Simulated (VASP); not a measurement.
# AlB2N3 (P6/mmm) in VASP: single point with PBE

Aim: the single point of AlB2N3 with PBE.

Everything below comes from runs of VASP 6.6.1. Logs are shortened: lines on timing, memory, paths and dates and some standing lists are left out, and cuts for length are marked.

## Step 1: The cell of the first run

Symmetry: P6/mmm, No. 191, hexagonal system. Conventional cell: a = 4.159 Å, b = 4.159 Å, c = 4.502 Å, α = 90.00°, β = 90.00°, γ = 120.00°. Al (site symmetry 6/mmm) has 6 B at 2.40 Å and 12 N at 3.06 Å within 3.2 Å. B (site symmetry -6m2) has 3 Al at 2.40 Å and 3 B at 2.40 Å and 6 N at 2.55 Å within 3.2 Å. Within 2.8 Å of N (site symmetry mmm) lie 4 N at 2.08 Å and 4 B at 2.55 Å.

## Step 2: Single point, PBE

Contents of INCAR:

```
ALGO = Normal ; EDIFF = 1E-7
ENCUT = 520 ; GGA = PE
ISIF = 2 ; ISMEAR = 0
LASPH = T ; LCHARG = F
LREAL = F ; LWAVE = F
NBANDS = 21 ; NELM = 60
PREC = Accurate ; SIGMA = 0.1
```

Contents of KPOINTS:

```
k-points
0
Gamma
  6 6 4
```

Contents of POSCAR:

```
AlB2N3
1.0
    4.1585777100      0.0000000000      0.0000000000
   -2.0792888500      3.6014339400      0.0000000000
    0.0000000000      0.0000000000      4.5023657800
Al B N
1 2 3
Direct
    0.0000000000      0.0000000000      0.5000000000
    0.3333333300      0.6666666700      0.5000000000
    0.6666666700      0.3333333300      0.5000000000
    0.5000000000      0.0000000000      0.0000000000
    0.0000000000      0.5000000000      0.0000000000
    0.5000000000      0.5000000000      0.0000000000
```

Potentials or basis: VASP PAW PBE potentials, release 64 (Al, B, N).

The run is started by

```
$ cat potpaw_PBE.64/Al/POTCAR potpaw_PBE.64/B/POTCAR potpaw_PBE.64/N/POTCAR > POTCAR
$ mpirun -np 1 vasp_std > vasp.out
```

OUTCAR:

```text
EDIFF = 1E-7
   ENCUT = 520
   GGA = PE
   ISIF = 2
   ISMEAR = 0
   LASPH = T
   LREAL = F
   NELM = 60
   PREC = Accurate

 ion  position               nearest neighbor table
   1  0.000  0.000  0.500-   2 2.40   3 2.40   2 2.40   3 2.40   3 2.40   2 2.40
   2  0.333  0.667  0.500-   1 2.40   1 2.40   1 2.40
   3  0.667  0.333  0.500-   1 2.40   1 2.40   1 2.40
   4  0.500  0.000  0.000-
   5  0.000  0.500  0.000-
   6  0.500  0.500  0.000-

  LATTYP: Found a hexagonal cell.
 ALAT       =     4.1585777100
 C/A-ratio  =     1.0826696274

  Lattice vectors:

 A1 = (   4.1585777100,   0.0000000000,   0.0000000000)
 A2 = (  -2.0792888500,   3.6014339400,   0.0000000000)
 A3 = (   0.0000000000,   0.0000000000,   4.5023657800)

Analysis of symmetry for initial positions (statically):
=====================================================================
 Subroutine PRICEL returns:
 Original cell was already a primitive cell.

 Routine SETGRP: Setting up the symmetry group for a
 hexagonal supercell.

 Subroutine GETGRP returns: Found 24 space group operations
 (whereof 24 operations were pure point group operations)
 out of a pool of 24 trial point group operations.

The static configuration has the point symmetry D_6h.

Analysis of symmetry for dynamics (positions and initial velocities):
=====================================================================
 Subroutine PRICEL returns:
 Original cell was already a primitive cell.

 Routine SETGRP: Setting up the symmetry group for a
 hexagonal supercell.

 Subroutine GETGRP returns: Found 24 space group operations
 (whereof 24 operations were pure point group operations)
 out of a pool of 24 trial point group operations.

The dynamic configuration has the point symmetry D_6h.

 Subroutine INISYM returns: Found 24 space group operations
 (whereof 24 operations are pure point group operations),
 and found     1 'primitive' translations

----------------------------------------------------------------------------------------

                                     Primitive cell

  volume of cell :      67.4312

  direct lattice vectors                    reciprocal lattice vectors
     4.158577710  0.000000000  0.000000000     0.240466830  0.138833589  0.000000000
    -2.079288850  3.601433940  0.000000000     0.000000000  0.277667178  0.000000000
     0.000000000  0.000000000  4.502365780     0.000000000  0.000000000  0.222105455

  length of vectors
     4.158577710  4.158577707  4.502365780     0.277667178  0.277667178  0.222105455

  position of ions in fractional coordinates (direct lattice)
     0.000000000  0.000000000  0.500000000
     0.333333330  0.666666670  0.500000000
     0.666666670  0.333333330  0.500000000
     0.500000000  0.000000000  0.000000000
     0.000000000  0.500000000  0.000000000
     0.500000000  0.500000000  0.000000000

  ion indices of the primitive-cell ions
   primitive index   ion index
                 1           1
                 2           2
                 3           3
                 4           4
                 5           5
                 6           6

----------------------------------------------------------------------------------------

 KPOINTS: k-points

Automatic generation of k-mesh.
 Grid dimensions read from file:
 generate k-points for:    6    6    4

 Generating k-lattice:

  Cartesian coordinates                     Fractional coordinates (reciprocal lattice)
     0.040077805  0.023138931  0.000000000     0.166666667  0.000000000  0.000000000
     0.000000000  0.046277863  0.000000000     0.000000000  0.166666667  0.000000000
     0.000000000  0.000000000  0.055526364     0.000000000  0.000000000  0.250000000

  Length of vectors
     0.046277863  0.046277863  0.055526364

  Shift w.r.t. Gamma in fractional coordinates (k-lattice)
     0.000000000  0.000000000  0.000000000

 Subroutine IBZKPT returns following result:
 ===========================================

 Found     21 irreducible k-points:

 Following reciprocal coordinates:
            Coordinates               Weight
  0.000000  0.000000  0.000000      1.000000
  0.166667  0.000000  0.000000      6.000000
  0.333333  0.000000  0.000000      6.000000
  0.500000  0.000000  0.000000      3.000000
  0.166667  0.166667  0.000000      6.000000
  0.333333  0.166667  0.000000     12.000000
[... 13 lines left out ...]
  0.333333  0.166667  0.500000     12.000000
  0.333333  0.333333  0.500000      2.000000
   k-points           NKPTS =     21   k-points in BZ     NKDIM =     21   number of bands    NBANDS=     21
   number of dos      NEDOS =    301   number of ions     NIONS =      6
   total plane-waves  NPLWV =  36864
   dimension x,y,z NGX =    32 NGY =   32 NGZ =   36
   dimension x,y,z NGXF=    64 NGYF=   64 NGZF=   72
   ions per type =               1   2   3
   NGX,Y,Z   is equivalent  to a cutoff of  12.79, 12.79, 13.29 a.u.
   NGXF,Y,Z  is equivalent  to a cutoff of  25.59, 25.59, 26.59 a.u.
 SYSTEM =  unknown system
   PREC   = accura    normal or accurate (medium, high low for compatibility)
   ISTART =      0    job   : 0-new  1-cont  2-samecut
   ICHARG =      2    charge: 1-file 2-atom 10-const
   ISPIN  =      1    spin polarized calculation?
   LNONCOLLINEAR =      F non collinear calculations
   LSORBIT =      F    spin-orbit coupling
   LASPH  =      T    aspherical Exc in radial PAW
   ENCUT  =  520.0 eV  38.22 Ry    6.18 a.u.   7.73  7.73  8.37*2*pi/ulx,y,z
   NELM   =     60;   NELMIN=  2; NELMDL= -5     # of ELM steps
   EDIFF  = 0.1E-06   stopping-criterion for ELM
   LREAL  =      F    real-space projection
   EDIFFG = 0.1E-05   stopping-criterion for IOM
   NSW    =      0    number of steps for IOM
   IBRION =     -1    ionic relax: 0-MD 1-quasi-New 2-CG
   NFREE  =      0    steps in history (QN), initial steepest desc. (CG)
   ISIF   =      2    stress and relaxation
   ISYM   =      2    0-nonsym 1-usesym 2-fastsym
   POTIM  = 0.5000    time-step for ionic-motion
   TEBEG  =    0.0;   TEEND  =   0.0 temperature during run
   PSTRESS=    0.0 pullay stress
   NELECT =      24.0000    total number of electrons
   NUPDOWN=      -1.0000    fix difference up-down
   EMIN   =  10.00;   EMAX   =-10.00  energy-range for DOS
   EFERMI =   0.00;   METHOD = LEGACY
   ISMEAR =     0;   SIGMA  =   0.10  broadening in eV -4-tet -1-fermi 0-gaus
   EFERMI_NEDOS =   21; number of points for ismear=-14 and -15
   IALGO  =     38    algorithm
   IMIX   =      4    mixing-type and parameters
     AMIX     =   0.40;   BMIX     =  1.00
     AMIX_MAG =   1.60;   BMIX_MAG =  1.00
  volume/ion in A,a.u.               =      11.24        75.84
  Fermi-wavevector in a.u.,A,eV,Ry     =   1.160179  2.192420 18.313641  1.346015
  Thomas-Fermi vector in A             =   2.296764
   LORBIT       =      0    0 simple, 1 ext, 2 COOP (PROOUT), +10 PAW based schemes
   GGA     = PE    functional components
   LHFCALC =     F    Hartree Fock is set to
   AEXX    =    0.0000 exact exchange contribution
   IVDW    =     0    specifies the selected vdW correction
   LEPSILON=     F    determine dielectric tensor
   LRPA    =     F    only Hartree local field effects (RPA)
 non-spin polarized calculation
 Gauss-broadening in eV      SIGMA  =   0.10
  energy-cutoff  :      520.00
  volume of cell :       67.43
 maximum number of plane-waves:      1859
 NGX is ok and might be reduce to    32
   NGX = 15   NGY = 15   NGZ = 17

 number of electron      24.0000000 magnetization

 Free energy of the ion-electron system (eV)
  ---------------------------------------------------
  ext. energy  EPLUGINS =         0.00000000
  ---------------------------------------------------
  free energy    TOTEN  =       -26.03105854 eV

  energy without entropy =      -26.00069256  energy(sigma->0) =      -26.01587555

 E-fermi :   4.2323     XC(G=0): -10.5913

 val. band max:        4.2063526709   @ k =   0.3333   0.1667   0.2500
 cond. band min:       4.2329349164   @ k =   0.5000   0.0000   0.0000
 fundamental gap:      0.0265822455
 Fermi energy:         4.2323082996

 k-point     1 :       0.0000    0.0000    0.0000
  band No.  band energies     occupation
      1     -12.2952      2.00000
      2      -6.4684      2.00000
      3      -6.4684      2.00000
      4      -4.9338      2.00000
      5      -2.4267      2.00000
      6      -1.7426      2.00000
[... 13 lines left out ...]
     20       8.9172      0.00000
     21       8.9172      0.00000

 k-point     2 :       0.1667    0.0000    0.0000
  band No.  band energies     occupation
      1     -12.0867      2.00000
      2      -7.3009      2.00000
      3      -6.5715      2.00000
      4      -4.6900      2.00000
      5      -1.5920      2.00000
      6      -1.5105      2.00000
[... 13 lines left out ...]
     20       8.4110      0.00000
     21       8.7909      0.00000

 k-point     3 :       0.3333    0.0000    0.0000
  band No.  band energies     occupation
      1     -11.5019      2.00000
      2      -8.7138      2.00000
      3      -6.7600      2.00000
      4      -3.9658      2.00000
      5      -1.2769      2.00000
      6      -0.8588      2.00000
[... 13 lines left out ...]
     20       8.7114      0.00000
     21       9.2042      0.00000
[... 385 lines left out ...]
 k-point    20 :       0.3333    0.1667    0.5000
  band No.  band energies     occupation
      1     -10.8288      2.00000
      2      -9.3151      2.00000
      3      -6.8891      2.00000
      4      -4.7492      2.00000
      5      -3.0839      2.00000
      6      -1.1776      2.00000
[... 13 lines left out ...]
     20       9.2985      0.00000
     21       9.4342      0.00000

 k-point    21 :       0.3333    0.3333    0.5000
  band No.  band energies     occupation
      1     -10.1086      2.00000
      2     -10.1086      2.00000
      3      -7.0744      2.00000
      4      -3.7487      2.00000
      5      -3.7487      2.00000
      6      -2.1947      2.00000
[... 13 lines left out ...]
     20       8.0325      0.00000
     21       9.0002      0.00000

------------------------ aborting loop because EDIFF is reached ----------------------------------------

  FORCE on cell =-STRESS in cart. coord.  units (eV):
  Direction    XX          YY          ZZ          XY          YZ          ZX
  --------------------------------------------------------------------------------------
  -------------------------------------------------------------------------------------
  Total       -9.5003010     -9.5003010     -8.3139547     -0.0000000      0.0000000     -0.0000000
  in kB     -225.7287611   -225.7287611   -197.5409721     -0.0000003      0.0000000     -0.0000000
  external PRESSURE =    -216.3328314 kB  Pullay stress =       0.0000000 kB

 VOLUME and BASIS-vectors are now :
 -----------------------------------------------------------------------------
  energy-cutoff  :      520.00
  volume of cell :       67.43
      direct lattice vectors                 reciprocal lattice vectors
     4.158577710  0.000000000  0.000000000     0.240466830  0.138833589  0.000000000
    -2.079288850  3.601433940  0.000000000     0.000000000  0.277667178  0.000000000
     0.000000000  0.000000000  4.502365780     0.000000000  0.000000000  0.222105455

 POSITION                                       TOTAL-FORCE (eV/Angst)
 -----------------------------------------------------------------------------------
      0.00000      0.00000      2.25118        -0.000000      0.000000     -0.000000
     -0.00000      2.40096      2.25118         0.000000     -0.000000      0.000000
      2.07929      1.20048      2.25118        -0.000000      0.000000     -0.000000
      2.07929      0.00000      0.00000        -0.000000      0.000000     -0.000000
     -1.03964      1.80072      0.00000        -0.000000      0.000000     -0.000000
      1.03964      1.80072      0.00000        -0.000000      0.000000     -0.000000
 -----------------------------------------------------------------------------------
    total drift:                               -0.000000     -0.000000     -0.000000

  FREE ENERGIE OF THE ION-ELECTRON SYSTEM (eV)
  ---------------------------------------------------
  free  energy   TOTEN  =       -26.0310585426 eV

  energy  without entropy=      -26.0006925615  energy(sigma->0) =      -26.01587555
```

It took 74 s on 1 thread of Intel Xeon 8259CL, shared host; peak memory 0.19 GiB.

What came out:

- Free energy: -26.0311 eV
- Pressure: -21.6 GPa
- Band gap on the k mesh: zero (band 12 reaches 4.92 eV, above the bottom of band 13 at 3.86 eV)

Stress tensor (GPa, compression positive):
```
-22.57   0.00   0.00
  0.00 -22.57   0.00
  0.00   0.00 -19.75
```
